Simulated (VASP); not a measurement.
# Y3NbO2 (P4/mmm) in VASP: a series of runs

The runs below take Y3NbO2 through single point, relaxation of cell and atoms, with PBE.

Everything below comes from runs of VASP 6.6.1. Logs are shortened: lines on timing, memory, paths and dates and some standing lists are left out, and cuts for length are marked.

## (1) The cell of the first run

Symmetry: P4/mmm, No. 123, tetragonal system. Conventional cell: a = 3.182 Å, b = 3.182 Å, c = 9.753 Å, α = 90.00°, β = 90.00°, γ = 90.00°. Within 3.6 Å of Y (site symmetry 4mm) lie 4 O at 2.72 Å and 4 Nb at 2.86 Å and 6 Y at 3.10 to 3.54 Å. Within 3.6 Å of Y (site symmetry 4/mmm) lie 8 O at 2.74 Å and 6 Y at 3.10 to 3.18 Å. Nb (site symmetry 4/mmm) has 8 Y at 2.86 Å and 4 Nb at 3.18 Å and 2 O at 3.31 Å within 3.8 Å. O (site symmetry 4mm) has 8 Y at 2.72 to 2.74 Å and 5 O at 3.13 to 3.18 Å and 1 Nb at 3.31 Å within 3.6 Å.

## (2) Single point, PBE

INCAR

```
ALGO = Normal
EDIFF = 1E-7
ENCUT = 520
GGA = PE
ISIF = 2
ISMEAR = 0
LASPH = T
LCHARG = F
LREAL = F
LWAVE = F
NBANDS = 38
NELM = 60
PREC = Accurate
SIGMA = 0.1
```

KPOINTS

```
k-points
0
Gamma
  6 6 2
```

POSCAR

```
Y3NbO2
1.0
    3.1818834900      0.0000000000      0.0000000000
    0.0000000000      3.1818834900      0.0000000000
    0.0000000000      0.0000000000      9.7525765900
Y Nb O
3 1 2
Direct
    0.5000000000      0.5000000000      0.1817286000
    0.5000000000      0.5000000000      0.5000000000
    0.5000000000      0.5000000000      0.8182714000
    0.0000000000      0.0000000000      0.0000000000
    0.0000000000      0.0000000000      0.3392778000
    0.0000000000      0.0000000000      0.6607222000
```

Potentials or basis: VASP PAW PBE potentials, release 64 (Y_sv, Nb_sv, O).

On the command line:

```sh
> cat potpaw_PBE.64/Y_sv/POTCAR potpaw_PBE.64/Nb_sv/POTCAR potpaw_PBE.64/O/POTCAR > POTCAR
> mpirun -np 1 vasp_std > vasp.out
```

OUTCAR:

```text
EDIFF = 1E-7
   ENCUT = 520
   GGA = PE
   ISIF = 2
   ISMEAR = 0
   LASPH = T
   LREAL = F
   NELM = 60
   PREC = Accurate

 ion  position               nearest neighbor table
   1  0.500  0.500  0.182-   5 2.72   5 2.72   5 2.72   5 2.72   4 2.86   4 2.86   4 2.86   4 2.86
                             2 3.10   3 3.54
   2  0.500  0.500  0.500-   5 2.74   6 2.74   5 2.74   6 2.74   5 2.74   6 2.74   5 2.74   6 2.74
                             1 3.10   3 3.10
   3  0.500  0.500  0.818-   6 2.72   6 2.72   6 2.72   6 2.72   4 2.86   4 2.86   4 2.86   4 2.86
                             2 3.10   1 3.54
   4  0.000  0.000  0.000-   1 2.86   3 2.86   1 2.86   3 2.86   1 2.86   3 2.86   1 2.86   3 2.86

   5  0.000  0.000  0.339-   1 2.72   1 2.72   1 2.72   1 2.72   2 2.74   2 2.74   2 2.74   2 2.74

   6  0.000  0.000  0.661-   3 2.72   3 2.72   3 2.72   3 2.72   2 2.74   2 2.74   2 2.74   2 2.74

  LATTYP: Found a simple tetragonal cell.
 ALAT       =     3.1818834900
 C/A-ratio  =     3.0650325886

  Lattice vectors:

 A1 = (   3.1818834900,   0.0000000000,   0.0000000000)
 A2 = (   0.0000000000,   3.1818834900,   0.0000000000)
 A3 = (   0.0000000000,   0.0000000000,   9.7525765900)

Analysis of symmetry for initial positions (statically):
=====================================================================
 Subroutine PRICEL returns:
 Original cell was already a primitive cell.

 Routine SETGRP: Setting up the symmetry group for a
 simple tetragonal supercell.

 Subroutine GETGRP returns: Found 16 space group operations
 (whereof 16 operations were pure point group operations)
 out of a pool of 16 trial point group operations.

The static configuration has the point symmetry D_4h.

Analysis of symmetry for dynamics (positions and initial velocities):
=====================================================================
 Subroutine PRICEL returns:
 Original cell was already a primitive cell.

 Routine SETGRP: Setting up the symmetry group for a
 simple tetragonal supercell.

 Subroutine GETGRP returns: Found 16 space group operations
 (whereof 16 operations were pure point group operations)
 out of a pool of 16 trial point group operations.

The dynamic configuration has the point symmetry D_4h.

 Subroutine INISYM returns: Found 16 space group operations
 (whereof 16 operations are pure point group operations),
 and found     1 'primitive' translations

----------------------------------------------------------------------------------------

                                     Primitive cell

  volume of cell :      98.7388

  direct lattice vectors                    reciprocal lattice vectors
     3.181883490  0.000000000  0.000000000     0.314279264  0.000000000  0.000000000
     0.000000000  3.181883490  0.000000000     0.000000000  0.314279264  0.000000000
     0.000000000  0.000000000  9.752576590     0.000000000  0.000000000  0.102537006

  length of vectors
     3.181883490  3.181883490  9.752576590     0.314279264  0.314279264  0.102537006

  position of ions in fractional coordinates (direct lattice)
     0.500000000  0.500000000  0.181728600
     0.500000000  0.500000000  0.500000000
     0.500000000  0.500000000  0.818271400
     0.000000000  0.000000000  0.000000000
     0.000000000  0.000000000  0.339277800
     0.000000000  0.000000000  0.660722200

  ion indices of the primitive-cell ions
   primitive index   ion index
                 1           1
                 2           2
                 3           3
                 4           4
                 5           5
                 6           6

----------------------------------------------------------------------------------------

 KPOINTS: k-points

Automatic generation of k-mesh.
 Grid dimensions read from file:
 generate k-points for:    6    6    2

 Generating k-lattice:

  Cartesian coordinates                     Fractional coordinates (reciprocal lattice)
     0.052379877  0.000000000  0.000000000     0.166666667  0.000000000  0.000000000
     0.000000000  0.052379877  0.000000000     0.000000000  0.166666667  0.000000000
     0.000000000  0.000000000  0.051268503     0.000000000  0.000000000  0.500000000

  Length of vectors
     0.052379877  0.052379877  0.051268503

  Shift w.r.t. Gamma in fractional coordinates (k-lattice)
     0.000000000  0.000000000  0.000000000

 Subroutine IBZKPT returns following result:
 ===========================================

 Found     20 irreducible k-points:

 Following reciprocal coordinates:
            Coordinates               Weight
  0.000000  0.000000  0.000000      1.000000
  0.166667  0.000000  0.000000      4.000000
  0.333333  0.000000  0.000000      4.000000
  0.500000  0.000000  0.000000      2.000000
  0.166667  0.166667  0.000000      4.000000
  0.333333  0.166667  0.000000      8.000000
[... 12 lines left out ...]
  0.500000  0.333333  0.500000      4.000000
  0.500000  0.500000  0.500000      1.000000
   k-points           NKPTS =     20   k-points in BZ     NKDIM =     20   number of bands    NBANDS=     38
   number of dos      NEDOS =    301   number of ions     NIONS =      6
   total plane-waves  NPLWV =  46080
   dimension x,y,z NGX =    24 NGY =   24 NGZ =   80
   dimension x,y,z NGXF=    48 NGYF=   48 NGZF=  160
   ions per type =               3   1   2
   NGX,Y,Z   is equivalent  to a cutoff of  12.54, 12.54, 13.64 a.u.
   NGXF,Y,Z  is equivalent  to a cutoff of  25.08, 25.08, 27.27 a.u.
 SYSTEM =  unknown system
   PREC   = accura    normal or accurate (medium, high low for compatibility)
   ISTART =      0    job   : 0-new  1-cont  2-samecut
   ICHARG =      2    charge: 1-file 2-atom 10-const
   ISPIN  =      1    spin polarized calculation?
   LNONCOLLINEAR =      F non collinear calculations
   LSORBIT =      F    spin-orbit coupling
   LASPH  =      T    aspherical Exc in radial PAW
   ENCUT  =  520.0 eV  38.22 Ry    6.18 a.u.   5.92  5.92 18.13*2*pi/ulx,y,z
   NELM   =     60;   NELMIN=  2; NELMDL= -5     # of ELM steps
   EDIFF  = 0.1E-06   stopping-criterion for ELM
   LREAL  =      F    real-space projection
   EDIFFG = 0.1E-05   stopping-criterion for IOM
   NSW    =      0    number of steps for IOM
   IBRION =     -1    ionic relax: 0-MD 1-quasi-New 2-CG
   NFREE  =      0    steps in history (QN), initial steepest desc. (CG)
   ISIF   =      2    stress and relaxation
   ISYM   =      2    0-nonsym 1-usesym 2-fastsym
   POTIM  = 0.5000    time-step for ionic-motion
   TEBEG  =    0.0;   TEEND  =   0.0 temperature during run
   PSTRESS=    0.0 pullay stress
   NELECT =      58.0000    total number of electrons
   NUPDOWN=      -1.0000    fix difference up-down
   EMIN   =  10.00;   EMAX   =-10.00  energy-range for DOS
   EFERMI =   0.00;   METHOD = LEGACY
   ISMEAR =     0;   SIGMA  =   0.10  broadening in eV -4-tet -1-fermi 0-gaus
   EFERMI_NEDOS =   21; number of points for ismear=-14 and -15
   IALGO  =     38    algorithm
   IMIX   =      4    mixing-type and parameters
     AMIX     =   0.40;   BMIX     =  1.00
     AMIX_MAG =   1.60;   BMIX_MAG =  1.00
  volume/ion in A,a.u.               =      16.46       111.05
  Fermi-wavevector in a.u.,A,eV,Ry     =   1.371055  2.590918 25.576118  1.879792
  Thomas-Fermi vector in A             =   2.496786
   LORBIT       =      0    0 simple, 1 ext, 2 COOP (PROOUT), +10 PAW based schemes
   GGA     = PE    functional components
   LHFCALC =     F    Hartree Fock is set to
   AEXX    =    0.0000 exact exchange contribution
   IVDW    =     0    specifies the selected vdW correction
   LEPSILON=     F    determine dielectric tensor
   LRPA    =     F    only Hartree local field effects (RPA)
 non-spin polarized calculation
 Gauss-broadening in eV      SIGMA  =   0.10
  energy-cutoff  :      520.00
  volume of cell :       98.74
 maximum number of plane-waves:      2704
 NGX is ok and might be reduce to    24
   NGX = 11   NGY = 11   NGZ = 37

 number of electron      57.9999998 magnetization

 Free energy of the ion-electron system (eV)
  ---------------------------------------------------
  ext. energy  EPLUGINS =         0.00000000
  ---------------------------------------------------
  free energy    TOTEN  =       -44.88011140 eV

  energy without entropy =      -44.84545412  energy(sigma->0) =      -44.86278276

 E-fermi :   6.7361     XC(G=0): -11.3911

 val. band max:        6.7197385127   @ k =   0.5000   0.0000   0.0000
 cond. band min:       6.7470726207   @ k =   0.3333   0.0000   0.0000
 fundamental gap:      0.0273341080
 Fermi energy:         6.7360688008

 k-point     1 :       0.0000    0.0000    0.0000
  band No.  band energies     occupation
      1     -47.2157      2.00000
      2     -37.1247      2.00000
      3     -35.3125      2.00000
      4     -35.3098      2.00000
      5     -23.4390      2.00000
      6     -23.2231      2.00000
[... 30 lines left out ...]
     37       9.4812      0.00000
     38      10.8547      0.00000

 k-point     2 :       0.1667    0.0000    0.0000
  band No.  band energies     occupation
      1     -47.2068      2.00000
      2     -37.1026      2.00000
      3     -35.2893      2.00000
      4     -35.2868      2.00000
      5     -23.4386      2.00000
      6     -23.3254      2.00000
[... 30 lines left out ...]
     37       9.4197      0.00000
     38      10.6909      0.00000

 k-point     3 :       0.3333    0.0000    0.0000
  band No.  band energies     occupation
      1     -47.1890      2.00000
      2     -37.0579      2.00000
      3     -35.2480      2.00000
      4     -35.2348      2.00000
      5     -23.5232      2.00000
      6     -23.4398      2.00000
[... 30 lines left out ...]
     37       9.6936      0.00000
[... 617 lines left out ...]
 k-point    19 :       0.5000    0.3333    0.5000
  band No.  band energies     occupation
      1     -47.1556      2.00000
      2     -36.9718      2.00000
      3     -35.1545      2.00000
      4     -35.1375      2.00000
      5     -23.5956      2.00000
      6     -23.4876      2.00000
[... 30 lines left out ...]
     37      10.4992      0.00000
     38      11.1681      0.00000

 k-point    20 :       0.5000    0.5000    0.5000
  band No.  band energies     occupation
      1     -47.1474      2.00000
      2     -36.9503      2.00000
      3     -35.1295      2.00000
      4     -35.1140      2.00000
      5     -23.5887      2.00000
      6     -23.5887      2.00000
[... 30 lines left out ...]
     37      11.2742      0.00000
     38      11.6826      0.00000

------------------------ aborting loop because EDIFF is reached ----------------------------------------

  FORCE on cell =-STRESS in cart. coord.  units (eV):
  Direction    XX          YY          ZZ          XY          YZ          ZX
  --------------------------------------------------------------------------------------
  -------------------------------------------------------------------------------------
  Total        1.3523507      1.3523507     10.2142095      0.0000000     -0.0000000      0.0000000
  in kB       21.9438082     21.9438082    165.7400359      0.0000000     -0.0000000      0.0000000
  external PRESSURE =      69.8758841 kB  Pullay stress =       0.0000000 kB

 VOLUME and BASIS-vectors are now :
 -----------------------------------------------------------------------------
  energy-cutoff  :      520.00
  volume of cell :       98.74
      direct lattice vectors                 reciprocal lattice vectors
     3.181883490  0.000000000  0.000000000     0.314279264  0.000000000  0.000000000
     0.000000000  3.181883490  0.000000000     0.000000000  0.314279264  0.000000000
     0.000000000  0.000000000  9.752576590     0.000000000  0.000000000  0.102537006

 POSITION                                       TOTAL-FORCE (eV/Angst)
 -----------------------------------------------------------------------------------
      1.59094      1.59094      1.77232        -0.000000     -0.000000      2.311844
      1.59094      1.59094      4.87629         0.000000      0.000000      0.000000
      1.59094      1.59094      7.98025         0.000000      0.000000     -2.311844
      0.00000      0.00000      0.00000         0.000000      0.000000      0.000000
      0.00000      0.00000      3.30883         0.000000      0.000000      1.395771
      0.00000      0.00000      6.44374         0.000000      0.000000     -1.395771
 -----------------------------------------------------------------------------------
    total drift:                                0.000000     -0.000000      0.000000

  FREE ENERGIE OF THE ION-ELECTRON SYSTEM (eV)
  ---------------------------------------------------
  free  energy   TOTEN  =       -44.8801113973 eV

  energy  without entropy=      -44.8454541198  energy(sigma->0) =      -44.86278276
```

Wall time 1.7 min (1 thread of Intel Xeon 6975P-C, shared host); peak memory 0.25 GiB.

What came out:

- Free energy: -44.8801 eV
- Pressure: 7.0 GPa
- Largest force: 2.312 eV/Å
- Band gap on the k mesh: zero (band 29 reaches 7.80 eV, above the bottom of band 30 at 6.57 eV)

Forces in eV/Å, atoms in the order of the input:
```
Y    0.000  0.000  2.312
Y    0.000  0.000  0.000
Y    0.000  0.000 -2.312
Nb   0.000  0.000  0.000
O    0.000  0.000  1.396
O    0.000  0.000 -1.396
```

Stress tensor (GPa, compression positive):
```
 2.19  0.00  0.00
 0.00  2.19  0.00
 0.00  0.00 16.57
```

Caveat: forces of over 1 eV/Å act on the atoms, so gaps and moduli don't describe the material at rest.

(Part 1 of 3 ends here.)
